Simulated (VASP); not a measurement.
Wanted: the native input for a VASP 6.6.1 run.

```yaml
Task: single point
Functional: PBE
Potentials_or_basis: VASP PAW PBE potentials, release 64 (Al)
Cutoff: 520 eV
k_mesh: 14 × 14 × 14
Occupations: fermi-dirac, width 0.05 eV
Spin: no spin polarisation
Dipole_correction: no
Further_INCAR_settings: ALGO = Normal; EDIFF = 1e-06; NBANDS = 8
```

The structure of Al lies in POSCAR:

```
Al
1.0
    0.0000000000      1.9966255657      1.9966255657
    1.9966255657      0.0000000000      1.9966255657
    1.9966255657      1.9966255657      0.0000000000
Al
1
Direct
    0.0000000000      0.0000000000      0.0000000000
```

This cell differs from its parent crystal: volume scaled by 0.96.

The input as run:

INCAR

```
SYSTEM = Al
ALGO     = Normal         ! electronic algorithm
EDIFF    = 1E-6           ! SCF threshold, eV
ENCUT    = 520            ! plane-wave cutoff, eV
GGA      = PE             ! functional
ISIF     = 2              ! what is computed and relaxed
ISMEAR   = -1             ! smearing method
LASPH    = .TRUE.         ! aspherical terms in the spheres
LCHARG   = .FALSE.        ! write CHGCAR
LREAL    = .FALSE.        ! projectors in reciprocal space
LWAVE    = .FALSE.        ! write WAVECAR
NBANDS   = 8              ! bands
NELM     = 100            ! most SCF steps
PREC     = Accurate       ! precision mode
SIGMA    = 0.05           ! smearing width, eV
```

KPOINTS

```
k-points
0
G
  14 14 14
  0 0 0
```

Potentials or basis: VASP PAW PBE potentials, release 64 (Al).

Command:

```bash
$ cat potpaw_PBE.64/Al/POTCAR > POTCAR
$ mpirun -np 1 vasp_std > vasp.out
```

Results of the run:

```yaml
Pressure: 2.7 GPa
```

Wall time 7 s on 1 thread of Intel(R) Xeon(R) Platinum 8488C (Sapphire Rapids), with other jobs on the host, peak memory 0.13 GiB.
